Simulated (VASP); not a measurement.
# LuAu in VASP: notebook, part 2 of 2

VASP 6.6.1.

### Step 3. Single point, PBE

File INCAR:

```
SYSTEM = LuAu
PREC = Accurate
ENCUT = 520
EDIFF = 1E-6
ISMEAR = 0
SIGMA = 0.1
LREAL = .False.
LASPH = .True.
NELM = 100
ALGO = Normal
ISIF = 2
LWAVE = .False.
LCHARG = .True.
GGA = PE
LELF = .True.
LVHAR = .True.
NBANDS = 25
```

File KPOINTS:

```
Automatic mesh
0
Gamma
  8 7 7
  0 0 0
```

File POSCAR:

```
LuAu
1.0
    3.3924060000      0.0381870000      0.1433140000
   -0.1570270000      3.6030130000      0.5402030000
   -0.3630200000      0.0067250000      3.8765540000
Au Lu
1 1
Direct
    0.1648040000      0.1396360000      0.7116200000
    0.6714300000      0.7444750000      0.2573370000
```

Potentials or basis: VASP PAW PBE potentials, release 64 (Au, Lu).

Launch:

```console
> cat potpaw_PBE.64/Au/POTCAR potpaw_PBE.64/Lu/POTCAR > POTCAR
> mpirun -np 1 vasp_std > vasp.out
```

OUTCAR:

```text
SYSTEM = LuAu
   PREC = Accurate
   ENCUT = 520
   EDIFF = 1E-6
   ISMEAR = 0
   LREAL = .False.
   LASPH = .True.
   NELM = 100
   ISIF = 2
   GGA = PE

 ion  position               nearest neighbor table
   1  0.165  0.140  0.712-   2 2.89   2 2.89   2 2.95   2 3.06   2 3.08   2 3.14   2 3.63
   2  0.671  0.744  0.257-   1 2.89   1 2.89   1 2.95   1 3.06   1 3.08   1 3.14   1 3.63

  LATTYP: Found a triclinic cell.
 ALAT       =     3.6466668943
 B/A-ratio  =     1.3488096208
 C/A-ratio  =     1.6205021010
 COS(alpha) =     0.0092234585
 COS(beta)  =     0.5308889147
 COS(gamma) =     0.7236826207

  Lattice vectors:

 A1 = (  -0.1570270000,   3.6030130000,   0.5402030000)
 A2 = (   3.2353790000,   3.6412000000,   0.6835170000)
 A3 = (  -3.1864130000,   3.5581010000,  -3.4796650000)

Analysis of symmetry for initial positions (statically):
=====================================================================
 Subroutine PRICEL returns:
 Original cell was already a primitive cell.

 Routine SETGRP: Setting up the symmetry group for a
 triclinic supercell.

 Subroutine GETGRP returns: Found  1 space group operations
 (whereof  1 operations were pure point group operations)
 out of a pool of  2 trial point group operations.

The static configuration has the point symmetry C_1 .

Analysis of symmetry for dynamics (positions and initial velocities):
=====================================================================
 Subroutine PRICEL returns:
 Original cell was already a primitive cell.

 Routine SETGRP: Setting up the symmetry group for a
 triclinic supercell.

 Subroutine GETGRP returns: Found  1 space group operations
 (whereof  1 operations were pure point group operations)
 out of a pool of  2 trial point group operations.

The dynamic configuration has the point symmetry C_1 .

 Subroutine INISYM returns: Found  1 space group operations
 (whereof  1 operations are pure point group operations),
 and found     1 'primitive' translations

----------------------------------------------------------------------------------------

                                     Primitive cell

  volume of cell :      47.5734

  direct lattice vectors                    reciprocal lattice vectors
     3.392406000  0.038187000  0.143314000     0.293517860  0.008673317  0.027471441
    -0.157027000  3.603013000  0.540203000    -0.003091437  0.277526345 -0.000770947
    -0.363020000  0.006725000  3.876554000    -0.010420393 -0.038994316  0.257052894

  length of vectors
     3.395646569  3.646666894  3.893520215     0.294928196  0.277544633  0.260202482

  position of ions in fractional coordinates (direct lattice)
     0.164804000  0.139636000  0.711620000
     0.671430000  0.744475000  0.257337000

  ion indices of the primitive-cell ions
   primitive index   ion index
                 1           1
                 2           2

----------------------------------------------------------------------------------------

 KPOINTS: Automatic mesh

Automatic generation of k-mesh.
 Grid dimensions read from file:
 generate k-points for:    8    7    7

 Generating k-lattice:

  Cartesian coordinates                     Fractional coordinates (reciprocal lattice)
     0.036689733  0.001084165  0.003433930     0.125000000  0.000000000  0.000000000
    -0.000441634  0.039646621 -0.000110135    -0.000000000  0.142857143  0.000000000
    -0.001488628 -0.005570617  0.036721842     0.000000000 -0.000000000  0.142857143

  Length of vectors
     0.036866024  0.039649233  0.037171783

  Shift w.r.t. Gamma in fractional coordinates (k-lattice)
     0.000000000  0.000000000  0.000000000

 Subroutine IBZKPT returns following result:
 ===========================================

 Found    197 irreducible k-points:

 Following reciprocal coordinates:
            Coordinates               Weight
  0.000000  0.000000  0.000000      1.000000
  0.125000  0.000000  0.000000      2.000000
  0.250000  0.000000  0.000000      2.000000
  0.375000  0.000000  0.000000      2.000000
  0.500000  0.000000  0.000000      1.000000
 -0.000000  0.142857  0.000000      2.000000
[... 16 lines left out ...]
  0.125000  0.428571 -0.000000      2.000000
  0.250000  0.428571 -0.000000      2.000000
 [... further k-points ...]
   k-points           NKPTS =    197   k-points in BZ     NKDIM =    197   number of bands    NBANDS=     25
   number of dos      NEDOS =    301   number of ions     NIONS =      2
   total plane-waves  NPLWV =  23520
   dimension x,y,z NGX =    28 NGY =   28 NGZ =   30
   dimension x,y,z NGXF=    56 NGYF=   56 NGZF=   60
   ions per type =               1   1
   NGX,Y,Z   is equivalent  to a cutoff of  13.71, 12.76, 12.81 a.u.
   NGXF,Y,Z  is equivalent  to a cutoff of  27.42, 25.53, 25.62 a.u.
 SYSTEM =  LuAu
   PREC   = accura    normal or accurate (medium, high low for compatibility)
   ISTART =      0    job   : 0-new  1-cont  2-samecut
   ICHARG =      2    charge: 1-file 2-atom 10-const
   ISPIN  =      1    spin polarized calculation?
   LNONCOLLINEAR =      F non collinear calculations
   LSORBIT =      F    spin-orbit coupling
   LASPH  =      T    aspherical Exc in radial PAW
   ENCUT  =  520.0 eV  38.22 Ry    6.18 a.u.   6.31  6.78  7.24*2*pi/ulx,y,z
   NELM   =    100;   NELMIN=  2; NELMDL= -5     # of ELM steps
   EDIFF  = 0.1E-05   stopping-criterion for ELM
   LREAL  =      F    real-space projection
   EDIFFG = 0.1E-04   stopping-criterion for IOM
   NSW    =      0    number of steps for IOM
   IBRION =     -1    ionic relax: 0-MD 1-quasi-New 2-CG
   NFREE  =      0    steps in history (QN), initial steepest desc. (CG)
   ISIF   =      2    stress and relaxation
   ISYM   =      2    0-nonsym 1-usesym 2-fastsym
   POTIM  = 0.5000    time-step for ionic-motion
   TEBEG  =    0.0;   TEEND  =   0.0 temperature during run
   PSTRESS=    0.0 pullay stress
   NELECT =      36.0000    total number of electrons
   NUPDOWN=      -1.0000    fix difference up-down
   EMIN   =  10.00;   EMAX   =-10.00  energy-range for DOS
   EFERMI =   0.00;   METHOD = LEGACY
   ISMEAR =     0;   SIGMA  =   0.10  broadening in eV -4-tet -1-fermi 0-gaus
   EFERMI_NEDOS =   21; number of points for ismear=-14 and -15
   IALGO  =     38    algorithm
   IMIX   =      4    mixing-type and parameters
     AMIX     =   0.40;   BMIX     =  1.00
     AMIX_MAG =   1.60;   BMIX_MAG =  1.00
  volume/ion in A,a.u.               =      23.79       160.52
  Fermi-wavevector in a.u.,A,eV,Ry     =   1.491836  2.819160 30.280762  2.225573
  Thomas-Fermi vector in A             =   2.604440
   LORBIT       =      0    0 simple, 1 ext, 2 COOP (PROOUT), +10 PAW based schemes
   GGA     = PE    functional components
   LHFCALC =     F    Hartree Fock is set to
   AEXX    =    0.0000 exact exchange contribution
   IVDW    =     0    specifies the selected vdW correction
   LEPSILON=     F    determine dielectric tensor
   LRPA    =     F    only Hartree local field effects (RPA)
 non-spin polarized calculation
 Gauss-broadening in eV      SIGMA  =   0.10
  energy-cutoff  :      520.00
  volume of cell :       47.57
 maximum number of plane-waves:      1298
 NGX is ok and might be reduce to    28
   NGX = 13   NGY = 13   NGZ = 15

 number of electron      35.9999992 magnetization

 Free energy of the ion-electron system (eV)
  ---------------------------------------------------
  ext. energy  EPLUGINS =         0.00000000
  ---------------------------------------------------
  free energy    TOTEN  =        -9.17090648 eV

  energy without entropy =       -9.16512518  energy(sigma->0) =       -9.16801583

 E-fermi :   4.9332     XC(G=0): -11.2333

 val. band max:        4.9327340621   @ k =   0.0000  -0.2857   0.2857
 cond. band min:       4.9454132038   @ k =   0.2500  -0.2857   0.1429
 fundamental gap:      0.0126791417
 Fermi energy:         4.9332100421

 k-point     1 :       0.0000    0.0000    0.0000
  band No.  band energies     occupation
      1     -51.8091      2.00000
      2     -22.4292      2.00000
      3     -22.4023      2.00000
      4     -22.3286      2.00000
      5      -2.8349      2.00000
      6      -0.7071      2.00000
[... 17 lines left out ...]
     24      11.5953      0.00000
     25      12.0758      0.00000

 k-point     2 :       0.1250    0.0000    0.0000
  band No.  band energies     occupation
      1     -51.8072      2.00000
      2     -22.4252      2.00000
      3     -22.3984      2.00000
      4     -22.3767      2.00000
      5      -2.5503      2.00000
      6      -0.6202      2.00000
[... 608 lines left out ...]
 k-point    24 :       0.2500    0.4286   -0.0000
  band No.  band energies     occupation
      1     -51.7985      2.00000
      2     -22.5375      2.00000
      3     -22.4739      2.00000
      4     -22.4008      2.00000
      5      -0.6750      2.00000
      6      -0.5900      2.00000
[... 17 lines left out ...]
     24      12.5174      0.00000
     25      13.4953      0.00000

 [... further k-points ...]
[... 5 lines left out ...]
  --------------------------------------------------------------------------------------
  -------------------------------------------------------------------------------------
  Total        0.5267468     -0.6138439     -1.3800895      0.0742915     -0.5714344      0.7699117
  in kB       17.7397828    -20.6730394    -46.4786674      2.5019887    -19.2447740     25.9290928
  external PRESSURE =     -16.4706413 kB  Pullay stress =       0.0000000 kB

 VOLUME and BASIS-vectors are now :
 -----------------------------------------------------------------------------
  energy-cutoff  :      520.00
  volume of cell :       47.57
      direct lattice vectors                 reciprocal lattice vectors
     3.392406000  0.038187000  0.143314000     0.293517860  0.008673317  0.027471441
    -0.157027000  3.603013000  0.540203000    -0.003091437  0.277526345 -0.000770947
    -0.363020000  0.006725000  3.876554000    -0.010420393 -0.038994316  0.257052894

 POSITION                                       TOTAL-FORCE (eV/Angst)
 -----------------------------------------------------------------------------------
      0.27882      0.51419      2.85768         0.112748      0.433460     -0.164585
      2.06744      2.70972      1.49597        -0.112748     -0.433460      0.164585
 -----------------------------------------------------------------------------------
    total drift:                                0.000642      0.001182      0.000036

  FREE ENERGIE OF THE ION-ELECTRON SYSTEM (eV)
  ---------------------------------------------------
  free  energy   TOTEN  =        -9.1709064825 eV

  energy  without entropy=       -9.1651251815  energy(sigma->0) =       -9.16801583
```

OSZICAR:

```text
N       E                     dE             d eps       ncg     rms          rms(c)
DAV:   1     0.183484399836E+03    0.18348E+03   -0.15333E+04 13512   0.468E+03
DAV:   2     0.669024237848E+01   -0.17679E+03   -0.16872E+03 11362   0.513E+02
DAV:   3    -0.907180125750E+01   -0.15762E+02   -0.15489E+02 13409   0.947E+01
DAV:   4    -0.989327964724E+01   -0.82148E+00   -0.81423E+00 14664   0.167E+01
DAV:   5    -0.991029275637E+01   -0.17013E-01   -0.16991E-01 12448   0.230E+00    0.687E+00
DAV:   6    -0.926575419115E+01    0.64454E+00   -0.27557E+00 14614   0.205E+01    0.346E+00
DAV:   7    -0.919329223369E+01    0.72462E-01   -0.16836E-01 17217   0.246E+01    0.181E+00
DAV:   8    -0.917187629220E+01    0.21416E-01   -0.85041E-02 15681   0.532E+00    0.332E-01
DAV:   9    -0.917076708762E+01    0.11092E-02   -0.14223E-02 14974   0.357E+00    0.247E-01
DAV:  10    -0.917094719889E+01   -0.18011E-03   -0.19793E-03 16379   0.105E+00    0.493E-02
DAV:  11    -0.917090307427E+01    0.44125E-04   -0.32942E-04 14983   0.534E-01    0.262E-02
DAV:  12    -0.917090718732E+01   -0.41131E-05   -0.40678E-05 13986   0.635E-02    0.650E-03
DAV:  13    -0.917090648254E+01    0.70479E-06   -0.12100E-06  7202   0.469E-02
   1 F= -.91709065E+01 E0= -.91680158E+01  d E =-.578130E-02
```

It took 2.7 min on 1 thread of Intel Xeon 6975P-C, shared host; peak memory 0.37 GiB.

What came out:

| Quantity | Value |
| --- | --- |
| Free energy | -9.1709 eV |
| Pressure | -1.6 GPa |
| Largest force | 0.477 eV/Å |
| Band gap on the k mesh | zero (band 18 reaches 5.73 eV, above the bottom of band 19 at 4.02 eV) |

Forces in eV/Å, atoms in the order of the input:
```
Au   0.113  0.433 -0.165
Lu  -0.113 -0.433  0.165
```

Stress tensor (GPa, compression positive):
```
 1.77  0.25  2.59
 0.25 -2.07 -1.92
 2.59 -1.92 -4.65
```

Caveat: spin-orbit coupling is left out, which moves the levels of the heavy elements.
